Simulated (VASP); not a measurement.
# PbSe (I4/mmm) in VASP: single point with r2SCAN

Aim: the single point of PbSe with r2SCAN.

All numbers are computed with VASP 6.6.1; they aren't measurements. Logs are shortened: lines on timing, memory, paths and dates and some standing lists are left out, and cuts for length are marked.

### Step 1. The cell of the first run

It takes space group I4/mmm (No. 139, tetragonal). Conventional cell: a = 4.237 Å, b = 4.237 Å, c = 6.213 Å, α = 90.00°, β = 90.00°, γ = 90.00°. Within 3.9 Å of Pb (site symmetry 4/mmm) lie 6 Se at 3.00 to 3.11 Å. Se (site symmetry 4/mmm) has 6 Pb at 3.00 to 3.11 Å within 3.9 Å.

### Step 2. Single point, r2SCAN, non-collinear spin, zero start, spin-orbit coupling (epitaxial xy strain -3.0%)

Contents of POSCAR:

```
PbSe
1.0
    0.0000000000      2.9960411529      3.1064987813
    2.9960411529      0.0000000000      3.1064987813
    2.9960411529      2.9960411529      0.0000000000
Pb Se
1 1
Direct
    0.0000000000      0.0000000000      0.0000000000
    0.5000000000      0.5000000000      0.5000000000
```

Contents of INCAR.step1:

```
  ALGO = Normal
  EDIFF = 1E-4
  ENCUT = 520
  GGA = PE
  GGA_COMPAT = F
  ISMEAR = -1
  LASPH = T
  LCHARG = F
  LNONCOLLINEAR = T
  LREAL = F
  LSORBIT = T
  LWAVE = T
  MAGMOM = 0 0 0 0 0 0
  NBANDS = 32
  NELM = 150
  PREC = Accurate
  SIGMA = 0.02
```

Contents of INCAR.step2:

```
  ALGO = Normal
  EDIFF = 1E-6
  ENCUT = 520
  GGA_COMPAT = F
  ISIF = 2
  ISMEAR = -1
  ISTART = 1
  LASPH = T
  LCHARG = F
  LMIXTAU = T
  LNONCOLLINEAR = T
  LORBIT = 11
  LORBMOM = T
  LREAL = F
  LSORBIT = T
  LWAVE = F
  MAGMOM = 0 0 0 0 0 0
  METAGGA = R2SCAN
  NBANDS = 32
  NELM = 150
  PREC = Accurate
  SIGMA = 0.02
```

Contents of KPOINTS:

```
k-points
0
Gamma
  8 8 8
```

Potentials or basis: VASP PAW PBE potentials, release 64 (Pb_d, Se).

Started as:

```console
$ cat potpaw_PBE.64/Pb_d/POTCAR potpaw_PBE.64/Se/POTCAR > POTCAR
$ cp INCAR.step1 INCAR
$ mpirun -np 1 vasp_ncl > vasp.out
$ cp INCAR.step2 INCAR
$ mpirun -np 1 vasp_ncl > vasp.out
```

OUTCAR:

```text
EDIFF = 1E-6
   ENCUT = 520
   ISIF = 2
   ISMEAR = -1
   ISTART = 1
   LASPH = T
   LNONCOLLINEAR = T
   LORBIT = 11
   LREAL = F
   LSORBIT = T
   METAGGA = R2SCAN
   NELM = 150
   PREC = Accurate

 ion  position               nearest neighbor table
   1  0.000  0.000  0.000-   2 3.00   2 3.00   2 3.00   2 3.00   2 3.11   2 3.11
   2  0.500  0.500  0.500-   1 3.00   1 3.00   1 3.00   1 3.00   1 3.11   1 3.11

  LATTYP: Found a body centered tetragonal cell.
 ALAT       =     4.2370420319
 C/A-ratio  =     1.4663525912

  Lattice vectors:

 A1 = (  -2.9960411529,   0.0000000000,   3.1064987813)
 A2 = (   2.9960411529,   0.0000000000,   3.1064987813)
 A3 = (   0.0000000000,   2.9960411529,  -3.1064987813)

Analysis of symmetry for initial positions (statically):
=====================================================================
 Subroutine PRICEL returns:
 Original cell was already a primitive cell.

 Routine SETGRP: Setting up the symmetry group for a
 body centered tetragonal supercell.

 Subroutine GETGRP returns: Found 16 space group operations
 (whereof 16 operations were pure point group operations)
 out of a pool of 16 trial point group operations.

The static configuration has the point symmetry D_4h.

Analysis of symmetry for dynamics (positions and initial velocities):
=====================================================================
 Subroutine PRICEL returns:
 Original cell was already a primitive cell.

 Routine SETGRP: Setting up the symmetry group for a
 body centered tetragonal supercell.

 Subroutine GETGRP returns: Found 16 space group operations
 (whereof 16 operations were pure point group operations)
 out of a pool of 16 trial point group operations.

The dynamic configuration has the point symmetry D_4h.

Analysis of structural, dynamic, and magnetic symmetry:
=====================================================================
 Subroutine PRICEL returns:
 Original cell was already a primitive cell.

 Routine SETGRP: Setting up the symmetry group for a
 body centered tetragonal supercell.

 Subroutine GETGRP returns: Found 16 space group operations
 (whereof 16 operations were pure point group operations)
 out of a pool of 16 trial point group operations.

The overall configuration has the point symmetry D_4h.

 Subroutine INISYM returns: Found 16 space group operations
 (whereof 16 operations are pure point group operations),
 and found     1 'primitive' translations

----------------------------------------------------------------------------------------

                                     Primitive cell

  volume of cell :      55.7695

  direct lattice vectors                    reciprocal lattice vectors
     0.000000000  2.996041153  3.106498781    -0.166886893  0.166886893  0.160952904
     2.996041153  0.000000000  3.106498781     0.166886893 -0.166886893  0.160952904
     2.996041153  2.996041153  0.000000000     0.166886893  0.166886893 -0.160952904

  length of vectors
     4.315854176  4.315854176  4.237042032     0.285671678  0.285671678  0.285671678

  position of ions in fractional coordinates (direct lattice)
     0.000000000  0.000000000  0.000000000
     0.500000000  0.500000000  0.500000000

  ion indices of the primitive-cell ions
   primitive index   ion index
                 1           1
                 2           2

----------------------------------------------------------------------------------------

 KPOINTS: k-points

Automatic generation of k-mesh.
 Grid dimensions read from file:
 generate k-points for:    8    8    8

 Generating k-lattice:

[... 92 lines left out ...]
  energy-cutoff  :      520.00
  volume of cell :       55.77
 maximum number of plane-waves:      3040
   NGX = 17   NGY = 17   NGZ = 15

 number of electron      20.0000002 magnetization       0.0000000     -0.0000000     -0.0000000

 number of electron      20.0000002 magnetization      -0.0000000      0.0000000      0.0000000

 Free energy of the ion-electron system (eV)
  ---------------------------------------------------
  ext. energy  EPLUGINS =         0.00000000
  ---------------------------------------------------
  free energy    TOTEN  =       -72.28728439 eV

  energy without entropy =      -72.28685929  energy(sigma->0) =      -72.28707184

 E-fermi :   5.3389     XC(G=0): -10.2076

 val. band max:        5.3323812564   @ k =   0.5000  -0.0000   0.0000
 cond. band min:       5.3453616039   @ k =   0.5000  -0.0000   0.0000
 fundamental gap:      0.0129803475
 Fermi energy:         5.3388714263

 k-point     1 :       0.0000    0.0000    0.0000
  band No.  band energies     occupation
      1     -13.7259      1.00000
      2     -13.7259      1.00000
      3     -13.7126      1.00000
      4     -13.7126      1.00000
      5     -11.1660      1.00000
      6     -11.1660      1.00000
[... 829 lines left out ...]
     31      15.4571      0.00000
     32      15.4571      0.00000

 [... further k-points ...]

------------------------ aborting loop because EDIFF is reached ----------------------------------------

  FORCE on cell =-STRESS in cart. coord.  units (eV):
  Direction    XX          YY          ZZ          XY          YZ          ZX
  --------------------------------------------------------------------------------------
  -------------------------------------------------------------------------------------
  Total        1.6349146      1.6349146     -0.0288548      0.0000000      0.0000000     -0.0000000
  in kB       46.9687410     46.9687410     -0.8289579      0.0000000      0.0000000     -0.0000000
  external PRESSURE =      31.0361747 kB  Pullay stress =       0.0000000 kB

 VOLUME and BASIS-vectors are now :
 -----------------------------------------------------------------------------
  energy-cutoff  :      520.00
  volume of cell :       55.77
      direct lattice vectors                 reciprocal lattice vectors
     0.000000000  2.996041153  3.106498781    -0.166886893  0.166886893  0.160952904
     2.996041153  0.000000000  3.106498781     0.166886893 -0.166886893  0.160952904
     2.996041153  2.996041153  0.000000000     0.166886893  0.166886893 -0.160952904

 POSITION                                       TOTAL-FORCE (eV/Angst)
 -----------------------------------------------------------------------------------
      0.00000      0.00000      0.00000         0.000000     -0.000000      0.000000
      2.99604      2.99604      3.10650        -0.000000      0.000000      0.000000
 -----------------------------------------------------------------------------------
    total drift:                                0.000000     -0.000000     -0.000000

  FREE ENERGIE OF THE ION-ELECTRON SYSTEM (eV)
  ---------------------------------------------------
  free  energy   TOTEN  =       -72.2872843897 eV

  energy  without entropy=      -72.2868592927  energy(sigma->0) =      -72.28707184

 orbital moment (x)

 # of ion     p       d       tot
 ----------------------------------------
  1         0.000  -0.000  -0.000
  2         0.000  -0.000  -0.000
 ----------------------------------------
            0.000  -0.000  -0.000

 orbital moment (y)

 # of ion     p       d       tot
 ----------------------------------------
  1         0.000   0.000   0.000
  2         0.000   0.000   0.000
 ----------------------------------------
            0.000   0.000   0.000

 orbital moment (z)

 # of ion     p       d       tot
 ----------------------------------------
  1         0.000   0.000   0.000
  2         0.000   0.000   0.000
 ----------------------------------------
            0.000   0.000   0.000

 Spin-Orbit-Coupling matrix elements

 Ion:    1  E_soc:     -0.7973214
 l=   1
     0.0000000    -0.0671750    -0.0695641
    -0.0671750     0.0000000    -0.0671750
    -0.0695641    -0.0671750     0.0000000
 l=   2
     0.0000000    -0.0130421     0.0000000    -0.0130421    -0.0518707
    -0.0130421     0.0000000    -0.0389132    -0.0130398    -0.0129627
     0.0000000    -0.0389132     0.0000000    -0.0389132     0.0000000
    -0.0130421    -0.0130398    -0.0389132     0.0000000    -0.0129627
    -0.0518707    -0.0129627     0.0000000    -0.0129627     0.0000000
 l=   3
     0.0000000     0.0000000     0.0000000     0.0000000     0.0000000     0.0000000     0.0000000
     0.0000000     0.0000000     0.0000000     0.0000000     0.0000000     0.0000000     0.0000000
     0.0000000     0.0000000     0.0000000     0.0000000     0.0000000     0.0000000     0.0000000
     0.0000000     0.0000000     0.0000000     0.0000000     0.0000000     0.0000000     0.0000000
     0.0000000     0.0000000     0.0000000     0.0000000     0.0000000     0.0000000     0.0000000
     0.0000000     0.0000000     0.0000000     0.0000000     0.0000000     0.0000000     0.0000000
     0.0000000     0.0000000     0.0000000     0.0000000     0.0000000     0.0000000     0.0000000

 Ion:    2  E_soc:     -0.0456704
 l=   1
     0.0000000    -0.0076301    -0.0076239
    -0.0076301     0.0000000    -0.0076301
    -0.0076239    -0.0076301     0.0000000
 l=   2
     0.0000000    -0.0000023     0.0000000    -0.0000023     0.0000203
    -0.0000023     0.0000000     0.0000125    -0.0000015     0.0000048
     0.0000000     0.0000125     0.0000000     0.0000125     0.0000000
    -0.0000023    -0.0000015     0.0000125     0.0000000     0.0000048
     0.0000203     0.0000048     0.0000000     0.0000048     0.0000000
 l=   3
     0.0000000     0.0000000     0.0000000     0.0000000     0.0000000     0.0000000     0.0000000
     0.0000000     0.0000000     0.0000000     0.0000000     0.0000000     0.0000000     0.0000000
     0.0000000     0.0000000     0.0000000     0.0000000     0.0000000     0.0000000     0.0000000
     0.0000000     0.0000000     0.0000000     0.0000000     0.0000000     0.0000000     0.0000000
     0.0000000     0.0000000     0.0000000     0.0000000     0.0000000     0.0000000     0.0000000
     0.0000000     0.0000000     0.0000000     0.0000000     0.0000000     0.0000000     0.0000000
     0.0000000     0.0000000     0.0000000     0.0000000     0.0000000     0.0000000     0.0000000

 total charge

# of ion       s       p       d       tot
------------------------------------------
    1        1.466   0.557   9.839  11.862
    2        1.466   2.389   0.020   3.876
--------------------------------------------------
tot          2.932   2.947   9.859  15.738

 magnetization (x)

# of ion       s       p       d       tot
------------------------------------------
    1        0.000  -0.000  -0.000   0.000
    2       -0.000   0.000  -0.000  -0.000
--------------------------------------------------
tot          0.000   0.000  -0.000   0.000

 magnetization (y)

# of ion       s       p       d       tot
------------------------------------------
    1       -0.000   0.000  -0.000  -0.000
    2        0.000  -0.000   0.000   0.000
--------------------------------------------------
tot         -0.000  -0.000  -0.000  -0.000

 magnetization (z)

# of ion       s       p       d       tot
------------------------------------------
    1        0.000   0.000  -0.000   0.000
    2        0.000  -0.000   0.000  -0.000
--------------------------------------------------
tot          0.000  -0.000  -0.000   0.000
```

Run time: 16 min. Hardware: 1 thread of Intel Xeon 8259CL, shared host; peak memory 0.46 GiB.

What came out:

```yaml
Free_energy: -72.2873 eV
Pressure: 3.1 GPa
Net_moment: 0.00 μB per cell
Valence_electrons_inside_the_program's_atomic_spheres: Pb 11.86; Se 3.88
```

Moments on the atoms (μB; x, y, z):
```
Pb  0.00 0.00 0.00
Se  0.00 0.00 0.00
```

Caveat: the cell differs from its parent crystal (epitaxial xy strain -3.0%); the cell stands under pressure; the PAW data sets were made with another functional, which shifts forces and pressure a little.
